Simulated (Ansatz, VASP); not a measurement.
**Two plane-wave programs on Bi2Te**

```
Bi Te
1.0
    -4.17328    4.17328    3.10791
     4.17328   -4.17328    3.10791
     4.17328    4.17328   -3.10791
Bi Te
4 2
Direct
  0.37500 0.62504 0.75004
  0.87500 0.62496 0.24996
  0.37496 0.12500 0.74996
  0.37504 0.62500 0.25004
  0.00000 0.00000 0.00000
  0.75000 0.25000 0.50000
```

Alike in both runs: functional PBE; k mesh 8 × 8 × 8; occupations gaussian, width 0.1 eV; no spin polarisation.

Ansatz relaxed the structure, and its values are those at the end. VASP's run is a single point on that final structure, the one shown.

```csv
,VASP,Ansatz
version,VASP 6.6.1,Ansatz 0.2.0
potentials or method,"VASP PAW PBE potentials, release 64 (Bi_d, Te), cutoff 520 eV","scalar-relativistic, plane waves, PAW"
valence electrons in the cell,72,92
```

|  | VASP | Ansatz | Ansatz less VASP |
| --- | --- | --- | --- |
| gap on the k mesh at the Fermi level (eV) | none | none | - |
| pressure (GPa) | 0.0 | 0.0 | +0.04 |

A gap of «none» marks a metal or a gap that the smearing closes. VASP's potentials hold 72 valence electrons a cell and Ansatz's 92, so a difference there can come from the potentials and not from the codes.

Neither program's run includes spin-orbit coupling.
